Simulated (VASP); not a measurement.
# Lu (Im-3m) in VASP: notebook

Lu is run at these levels: revPBE; tasks: single point.

All numbers are computed with VASP 6.6.1; they aren't measurements. Logs are shortened: lines on timing, memory, paths and dates and some standing lists are left out, and cuts for length are marked.

### 1 The cell of the first run

Symmetry: Im-3m, No. 229, cubic system. The conventional cell has a = 3.947 Å, b = 3.947 Å, c = 3.947 Å, α = 90.00°, β = 90.00°, γ = 90.00°. Lu (site symmetry m-3m) has 14 Lu at 3.42 to 3.95 Å within 4.5 Å.

This isn't the form of Lu at room conditions, which is hcp.

### 2 Single point, revPBE

The input, INCAR:

```
SYSTEM = Lu
ALGO = Normal ; EDIFF = 1E-7
ENCUT = 520 ; GGA = RE
ISIF = 2 ; ISMEAR = -1
LASPH = .True. ; LCHARG = .False.
LREAL = .False. ; LWAVE = .False.
NBANDS = 18 ; NELM = 100
PREC = Accurate ; SIGMA = 0.1
```

The input, KPOINTS:

```
k-points
0
Gamma
  11 11 11
  0 0 0
```

The input, POSCAR:

```
Lu
1.0
   -1.9736575400      1.9736575400      1.9736575400
    1.9736575400     -1.9736575400      1.9736575400
    1.9736575400      1.9736575400     -1.9736575400
Lu
1
Direct
    0.0000000000      0.0000000000      0.0000000000
```

Potentials or basis: VASP PAW PBE potentials, release 64 (Lu).

Started as:

```console
> cat potpaw_PBE.64/Lu/POTCAR > POTCAR
> mpirun -np 1 vasp_std > vasp.out
```

OUTCAR:

```text
SYSTEM = Lu
   EDIFF = 1E-7
   ENCUT = 520
   GGA = RE
   ISIF = 2
   ISMEAR = -1
   LASPH = .True.
   LREAL = .False.
   NELM = 100
   PREC = Accurate

 ion  position               nearest neighbor table
   1  0.000  0.000  0.000-

  LATTYP: Found a body centered cubic cell.
 ALAT       =     3.9473150800

  Lattice vectors:

 A1 = (  -1.9736575400,   1.9736575400,   1.9736575400)
 A2 = (   1.9736575400,  -1.9736575400,   1.9736575400)
 A3 = (   1.9736575400,   1.9736575400,  -1.9736575400)

Analysis of symmetry for initial positions (statically):
=====================================================================
 Subroutine PRICEL returns:
 Original cell was already a primitive cell.

 Routine SETGRP: Setting up the symmetry group for a
 body centered cubic supercell.

 Subroutine GETGRP returns: Found 48 space group operations
 (whereof 48 operations were pure point group operations)
 out of a pool of 48 trial point group operations.

The static configuration has the point symmetry O_h .

Analysis of symmetry for dynamics (positions and initial velocities):
=====================================================================
 Subroutine PRICEL returns:
 Original cell was already a primitive cell.

 Routine SETGRP: Setting up the symmetry group for a
 body centered cubic supercell.

 Subroutine GETGRP returns: Found 48 space group operations
 (whereof 48 operations were pure point group operations)
 out of a pool of 48 trial point group operations.

The dynamic configuration has the point symmetry O_h .

 Subroutine INISYM returns: Found 48 space group operations
 (whereof 48 operations are pure point group operations),
 and found     1 'primitive' translations

----------------------------------------------------------------------------------------

                                     Primitive cell

  volume of cell :      30.7521

  direct lattice vectors                    reciprocal lattice vectors
    -1.973657540  1.973657540  1.973657540     0.000000000  0.253336757  0.253336757
     1.973657540 -1.973657540  1.973657540     0.253336757  0.000000000  0.253336757
     1.973657540  1.973657540 -1.973657540     0.253336757  0.253336757  0.000000000

  length of vectors
     3.418475136  3.418475136  3.418475136     0.358272277  0.358272277  0.358272277

  position of ions in fractional coordinates (direct lattice)
     0.000000000  0.000000000  0.000000000

  ion indices of the primitive-cell ions
   primitive index   ion index
                 1           1

----------------------------------------------------------------------------------------

 KPOINTS: k-points

Automatic generation of k-mesh.
 Grid dimensions read from file:
 generate k-points for:   11   11   11

 Generating k-lattice:

  Cartesian coordinates                     Fractional coordinates (reciprocal lattice)
     0.000000000  0.023030614  0.023030614     0.090909091  0.000000000  0.000000000
     0.023030614  0.000000000  0.023030614     0.000000000  0.090909091  0.000000000
     0.023030614  0.023030614  0.000000000     0.000000000  0.000000000  0.090909091

  Length of vectors
     0.032570207  0.032570207  0.032570207

  Shift w.r.t. Gamma in fractional coordinates (k-lattice)
     0.000000000  0.000000000  0.000000000

 Subroutine IBZKPT returns following result:
 ===========================================

 Found     56 irreducible k-points:

 Following reciprocal coordinates:
            Coordinates               Weight
  0.000000  0.000000  0.000000      1.000000
  0.090909  0.000000  0.000000     12.000000
  0.181818  0.000000  0.000000     12.000000
  0.272727  0.000000  0.000000     12.000000
  0.363636  0.000000  0.000000     12.000000
  0.454545  0.000000  0.000000     12.000000
[... 16 lines left out ...]
  0.272727  0.181818  0.090909     48.000000
  0.363636  0.181818  0.090909     24.000000
 [... further k-points ...]
   k-points           NKPTS =     56   k-points in BZ     NKDIM =     56   number of bands    NBANDS=     18
   number of dos      NEDOS =    301   number of ions     NIONS =      1
   total plane-waves  NPLWV =  21952
   dimension x,y,z NGX =    28 NGY =   28 NGZ =   28
   dimension x,y,z NGXF=    56 NGYF=   56 NGZF=   56
   ions per type =               1
   NGX,Y,Z   is equivalent  to a cutoff of  13.62, 13.62, 13.62 a.u.
   NGXF,Y,Z  is equivalent  to a cutoff of  27.23, 27.23, 27.23 a.u.
 SYSTEM =  Lu
   PREC   = accura    normal or accurate (medium, high low for compatibility)
   ISTART =      0    job   : 0-new  1-cont  2-samecut
   ICHARG =      2    charge: 1-file 2-atom 10-const
   ISPIN  =      1    spin polarized calculation?
   LNONCOLLINEAR =      F non collinear calculations
   LSORBIT =      F    spin-orbit coupling
   LASPH  =      T    aspherical Exc in radial PAW
   ENCUT  =  520.0 eV  38.22 Ry    6.18 a.u.   6.36  6.36  6.36*2*pi/ulx,y,z
   NELM   =    100;   NELMIN=  2; NELMDL= -5     # of ELM steps
   EDIFF  = 0.1E-06   stopping-criterion for ELM
   LREAL  =      F    real-space projection
   EDIFFG = 0.1E-05   stopping-criterion for IOM
   NSW    =      0    number of steps for IOM
   IBRION =     -1    ionic relax: 0-MD 1-quasi-New 2-CG
   NFREE  =      0    steps in history (QN), initial steepest desc. (CG)
   ISIF   =      2    stress and relaxation
   ISYM   =      2    0-nonsym 1-usesym 2-fastsym
   POTIM  = 0.5000    time-step for ionic-motion
   TEBEG  =    0.0;   TEEND  =   0.0 temperature during run
   PSTRESS=    0.0 pullay stress
   NELECT =      25.0000    total number of electrons
   NUPDOWN=      -1.0000    fix difference up-down
   EMIN   =  10.00;   EMAX   =-10.00  energy-range for DOS
   EFERMI =   0.00;   METHOD = LEGACY
   ISMEAR =    -1;   SIGMA  =   0.10  broadening in eV -4-tet -1-fermi 0-gaus
   EFERMI_NEDOS =   21; number of points for ismear=-14 and -15
   IALGO  =     38    algorithm
   IMIX   =      4    mixing-type and parameters
     AMIX     =   0.40;   BMIX     =  1.00
     AMIX_MAG =   1.60;   BMIX_MAG =  1.00
  volume/ion in A,a.u.               =      30.75       207.53
  Fermi-wavevector in a.u.,A,eV,Ry     =   1.527905  2.887322 31.762718  2.334494
  Thomas-Fermi vector in A             =   2.635737
   LORBIT       =      0    0 simple, 1 ext, 2 COOP (PROOUT), +10 PAW based schemes
   GGA     = RE    functional components
   LHFCALC =     F    Hartree Fock is set to
   AEXX    =    0.0000 exact exchange contribution
   IVDW    =     0    specifies the selected vdW correction
   LEPSILON=     F    determine dielectric tensor
   LRPA    =     F    only Hartree local field effects (RPA)
 non-spin polarized calculation
  energy-cutoff  :      520.00
  volume of cell :       30.75
 maximum number of plane-waves:       847
 NGX is ok and might be reduce to    28
   NGX = 13   NGY = 13   NGZ = 13

 number of electron      25.0000011 magnetization

 Free energy of the ion-electron system (eV)
  ---------------------------------------------------
  ext. energy  EPLUGINS =         0.00000000
  ---------------------------------------------------
  free energy    TOTEN  =        -4.14926003 eV

  energy without entropy =       -4.07864042  energy(sigma->0) =       -4.11395022

 E-fermi :   2.2314     XC(G=0): -10.3049

 val. band max:        2.2212011097   @ k =   0.3636   0.1818   0.0000
 cond. band min:       2.2425280426   @ k =  -0.3636   0.4545   0.0909
 fundamental gap:      0.0213269329
 Fermi energy:         2.2313944487

 k-point     1 :       0.0000    0.0000    0.0000
  band No.  band energies     occupation
      1     -54.3222      2.00000
      2     -24.7610      2.00000
      3     -24.7610      2.00000
      4     -24.7610      2.00000
      5      -3.7665      2.00000
      6      -3.0144      2.00000
[... 10 lines left out ...]
     17       6.4521      0.00000
     18      13.6062      0.00000

 k-point     2 :       0.0909    0.0000    0.0000
  band No.  band energies     occupation
      1     -54.3202      2.00000
      2     -24.7949      2.00000
      3     -24.7720      2.00000
      4     -24.7611      2.00000
      5      -3.5397      2.00000
      6      -3.0125      2.00000
[... 10 lines left out ...]
     17       6.4519      0.00000
     18      13.8164      0.00000

 k-point     3 :       0.1818    0.0000    0.0000
  band No.  band energies     occupation
      1     -54.3150      2.00000
      2     -24.8841      2.00000
      3     -24.8013      2.00000
      4     -24.7612      2.00000
      5      -3.0083      2.00000
      6      -3.0002      2.00000
[... 10 lines left out ...]
     17       6.4879      0.00000
     18      13.9907      0.00000

 k-point     4 :       0.2727    0.0000    0.0000
  band No.  band energies     occupation
      1     -54.3082      2.00000
      2     -24.9983      2.00000
      3     -24.8392      2.00000
      4     -24.7613      2.00000
      5      -3.0051      2.00000
      6      -2.9865      2.00000
[... 10 lines left out ...]
     17       6.6234      0.00000
     18      13.1054      0.00000

 k-point     5 :       0.3636    0.0000    0.0000
  band No.  band energies     occupation
      1     -54.3019      2.00000
      2     -25.1008      2.00000
      3     -24.8738      2.00000
      4     -24.7615      2.00000
      5      -3.0049      2.00000
      6      -2.9862      2.00000
[... 10 lines left out ...]
     17       7.6096      0.00000
     18      11.3430      0.00000

 k-point     6 :       0.4545    0.0000    0.0000
  band No.  band energies     occupation
      1     -54.2981      2.00000
      2     -25.1606      2.00000
      3     -24.8943      2.00000
      4     -24.7615      2.00000
      5      -3.0060      2.00000
      6      -2.9959      2.00000
[... 307 lines left out ...]
 k-point    21 :      -0.0909    0.0909    0.0909
  band No.  band energies     occupation
      1     -54.3183      2.00000
      2     -24.8051      2.00000
      3     -24.7831      2.00000
      4     -24.7831      2.00000
      5      -3.3167      2.00000
      6      -3.0116      2.00000
[... 10 lines left out ...]
     17       6.7352      0.00000
     18      14.4597      0.00000

 k-point    22 :       0.1818    0.1818    0.0909
  band No.  band energies     occupation
      1     -54.3016      2.00000
      2     -25.0758      2.00000
      3     -24.8632      2.00000
      4     -24.8132      2.00000
      5      -2.9933      2.00000
      6      -2.9882      2.00000
[... 10 lines left out ...]
     17       8.1114      0.00000
     18      10.6962      0.00000

 k-point    23 :       0.2727    0.1818    0.0909
  band No.  band energies     occupation
      1     -54.2980      2.00000
      2     -25.0944      2.00000
      3     -24.9174      2.00000
      4     -24.8225      2.00000
      5      -2.9986      2.00000
      6      -2.9865      2.00000
[... 10 lines left out ...]
     17       8.5390      0.00000
     18       9.6550      0.00000

 k-point    24 :       0.3636    0.1818    0.0909
  band No.  band energies     occupation
      1     -54.2966      2.00000
      2     -25.0948      2.00000
      3     -24.9451      2.00000
      4     -24.8249      2.00000
      5      -2.9995      2.00000
      6      -2.9870      2.00000
[... 10 lines left out ...]
     17       8.0352      0.00000
     18      10.0663      0.00000

 [... further k-points ...]

------------------------ aborting loop because EDIFF is reached ----------------------------------------

  FORCE on cell =-STRESS in cart. coord.  units (eV):
  Direction    XX          YY          ZZ          XY          YZ          ZX
  --------------------------------------------------------------------------------------
  -------------------------------------------------------------------------------------
  Total        0.0161775      0.0161775      0.0161775      0.0000000      0.0000000     -0.0000000
  in kB        0.8428413      0.8428413      0.8428413      0.0000000      0.0000000     -0.0000000
  external PRESSURE =       0.8428413 kB  Pullay stress =       0.0000000 kB

 VOLUME and BASIS-vectors are now :
 -----------------------------------------------------------------------------
  energy-cutoff  :      520.00
  volume of cell :       30.75
      direct lattice vectors                 reciprocal lattice vectors
    -1.973657540  1.973657540  1.973657540     0.000000000  0.253336757  0.253336757
     1.973657540 -1.973657540  1.973657540     0.253336757  0.000000000  0.253336757
     1.973657540  1.973657540 -1.973657540     0.253336757  0.253336757  0.000000000

 POSITION                                       TOTAL-FORCE (eV/Angst)
 -----------------------------------------------------------------------------------
      0.00000      0.00000      0.00000         0.000000     -0.000000      0.000000
 -----------------------------------------------------------------------------------
    total drift:                               -0.000000     -0.000000     -0.000000

  FREE ENERGIE OF THE ION-ELECTRON SYSTEM (eV)
  ---------------------------------------------------
  free  energy   TOTEN  =        -4.1492600251 eV

  energy  without entropy=       -4.0786404204  energy(sigma->0) =       -4.11395022
```

Run time: 22 s. Hardware: 1 thread of Intel Xeon Platinum 8559C (Emerald Rapids), shared host; peak memory 0.18 GiB.

Results:

| Item | Value |
| --- | --- |
| Free energy | -4.1493 eV |
| Pressure | 0.1 GPa |
| Band gap on the k mesh | zero (an odd number of electrons rules out a gap without spin polarisation) |

Caveat: the PAW data sets were made with another functional, which shifts forces and pressure a little; spin-orbit coupling is left out, which moves the levels of the heavy elements.

### 3 Single point, revPBE (27.06 Å³/atom)

This run uses another cell than the first one, of 27.06 Å³/atom.

The input, INCAR:

```
PREC = Accurate
ENCUT = 520
EDIFF = 1E-6
ISMEAR = -1
SIGMA = 0.1
LREAL = F
LASPH = T
NELM = 100
ALGO = Normal
ISIF = 2
LWAVE = F
LCHARG = T
GGA = RE
LELF = T
LVHAR = T
NBANDS = 18
```

The input, KPOINTS:

```
Automatic mesh
0
Gamma
  13 13 13
```

The input, POSCAR:

```
Lu
1.0
   -1.8913243857      1.8913243857      1.8913243857
    1.8913243857     -1.8913243857      1.8913243857
    1.8913243857      1.8913243857     -1.8913243857
Lu
1
Direct
    0.0000000000      0.0000000000      0.0000000000
```

Potentials or basis: VASP PAW PBE potentials, release 64 (Lu).

Started as:

```console
> cat potpaw_PBE.64/Lu/POTCAR > POTCAR
> mpirun -np 1 vasp_std > vasp.out
```

Run time: 16 s. Hardware: 1 thread of Intel Xeon Platinum 8559C (Emerald Rapids), shared host; peak memory 0.17 GiB.

Results (log left out):

* Free energy: -4.0771 eV
* Pressure: 6.5 GPa
* Band gap on the k mesh: zero (an odd number of electrons rules out a gap without spin polarisation)

Levels at points of the mesh, in eV from the Fermi level:
```csv
k point,band 10,band 11,band 12,band 13,band 14,band 15
"(0.00, 0.00, 0.00)",-4.93,-4.93,-4.91,2.24,2.24,2.24
```

Caveat: the cell stands under pressure; the PAW data sets were made with another functional, which shifts forces and pressure a little; spin-orbit coupling is left out, which moves the levels of the heavy elements.

(Part 1 of 2 ends here.)

The gap in the log of VASP goes by the Fermi energy; the results here count the filled bands.